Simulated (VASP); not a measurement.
Be2Ga2C3: single point with PBE

Be2Ga2C3:

```
Be Ga C
1.0
     2.65336    1.53192    3.30215
    -2.65336    1.53192    3.30215
     0.00000   -3.06384    3.30215
Be Ga C
2 2 3
Direct
  0.24300 0.24300 0.24300
  0.75700 0.75700 0.75700
  0.00000 0.00000 0.00000
  0.50000 0.50000 0.50000
  0.00000 0.00000 0.50000
  0.50000 0.00000 0.00000
  0.00000 0.50000 0.00000
```

| Property | Result |
| --- | --- |
| Program | VASP 6.6.1 |
| Task | single point |
| Functional | PBE |
| Potentials or basis | VASP PAW PBE potentials, release 64 (Be, Ga_d, C) |
| Cutoff | 520 eV |
| k mesh | 9 × 9 × 9 |
| Occupations | gaussian, width 0.1 eV |
| Spin | no spin polarisation |
| Dipole correction | no |
| Further INCAR settings | ALGO = Normal; EDIFF = 1e-06; NBANDS = 30 |

```yaml
Pressure: 0.2 GPa
Largest_force: 0.031 eV/Å
Band_gap_on_the_k_mesh: zero (band 21 reaches 6.23 eV, above the bottom of band 22 at 4.47 eV)
```

Forces on the atoms (eV/Å):
```
Be   0.000  0.000  0.031
Be   0.000  0.000 -0.031
Ga   0.000  0.000  0.000
Ga   0.000  0.000  0.000
C    0.000  0.000  0.000
C    0.000  0.000  0.000
C    0.000  0.000  0.000
```

Levels at points of the mesh, in eV from the Fermi level:
```tsv
k point	band 18	band 19	band 20	band 21	band 22	band 23	band 24	band 25
(0.00, 0.00, 0.00)	-2.76	-2.76	-2.55	-0.45	0.80	0.80	0.91	1.98
```

Wall time 2 min on 1 thread of Intel(R) Xeon(R) Platinum 8375C CPU @ 2.90GHz (Ice Lake), with other jobs on the host, peak memory 0.32 GiB.
